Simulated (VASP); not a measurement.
CsBr: single point with PBE

The system is CsBr.

```xyz
2
Lattice="4.1988 0.0000 0.0000 0.0000 4.1988 0.0000 0.0000 0.0000 4.1988" Properties=species:S:1:pos:R:3 pbc="T T T"
Cs    0.0000    0.0000    0.0000
Br    2.0994    2.0994    2.0994
```

This cell differs from its parent crystal: strained.

| Property | Result |
| --- | --- |
| Program | VASP 6.6.1 |
| Task | single point |
| Functional | PBE |
| Potentials or basis | VASP PAW PBE potentials, release 64 (Cs_sv, Br) |
| Cutoff | 500 eV |
| k mesh | 6 × 6 × 6 |
| Occupations | gaussian, width 0.02 eV |
| Spin | no spin polarisation |

* Pressure: 2.4 GPa
* Band gap on the k mesh: 4.76 eV

Levels at points of the mesh, in eV from the valence-band top:
| k point | band 6 | band 7 | band 8 | band 9 | band 10 | band 11 |
| --- | --- | --- | --- | --- | --- | --- |
| (0.00, 0.00, 0.00) | 0.00 | 0.00 | 0.00 | 4.76 | 4.82 | 4.82 |
| (0.50, 0.00, 0.00) | -1.48 | -0.27 | -0.27 | 5.92 | 7.60 | 8.12 |
| (0.50, 0.50, 0.00) | -0.60 | -0.60 | -0.03 | 5.29 | 5.53 | 7.27 |
| (0.50, 0.50, 0.50) | -1.35 | -1.35 | -1.35 | 8.61 | 8.61 | 8.61 |

It took 24 s on 1 thread of AMD EPYC 7R43 64-Core Processor (Zen 3) (shared host), peak memory 0.15 GiB.

Caveat: the cell differs from its parent crystal (strained); spin-orbit coupling is left out, which moves the levels of the heavy elements. A k mesh can miss the band edges.
